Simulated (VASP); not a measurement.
Here is a VASP 6.6.1 calculation.

File INCAR:

```
SYSTEM = HfN
PREC     = Accurate       ! precision mode
ENCUT    = 520            ! plane-wave cutoff, eV
EDIFF    = 1E-6           ! SCF threshold, eV
ISMEAR   = -1             ! smearing method
SIGMA    = 0.05           ! smearing width, eV
LREAL    = .FALSE.        ! projectors in reciprocal space
LASPH    = .TRUE.         ! aspherical terms in the spheres
NELM     = 60             ! most SCF steps
ALGO     = Normal         ! electronic algorithm
ISIF     = 2              ! what is computed and relaxed
LWAVE    = .FALSE.        ! write WAVECAR
LCHARG   = .FALSE.        ! write CHGCAR
GGA      = B5             ! functional
ALDAX    = 1.0          
AGGAX    = 1.0          
AGGAC    = 1.0          
ALDAC    = 0.0          
NBANDS   = 14             ! bands
```

File KPOINTS:

```
regular mesh
0
G
  9 9 9
  0 0 0
```

Contents of POSCAR:

```
HfN
1.0
    2.7673601447      0.0000000000      0.0000000000
    0.0000000000      2.7673601447      0.0000000000
    0.0000000000      0.0000000000      2.7673601447
Hf N
1 1
Direct
    0.5000000000      0.5000000000      0.5000000000
    0.0000000000      0.0000000000      0.0000000000
```

Potentials or basis: VASP PAW PBE potentials, release 64 (Hf_pv, N).

Launch:

```sh
$ cat potpaw_PBE.64/Hf_pv/POTCAR potpaw_PBE.64/N/POTCAR > POTCAR
$ mpirun -np 1 vasp_std > vasp.out
```

Question: Estimate the pressure.

Answer: 24.5 GPa.

Caveat: the PAW data sets were made with another functional, which shifts forces and pressure a little.
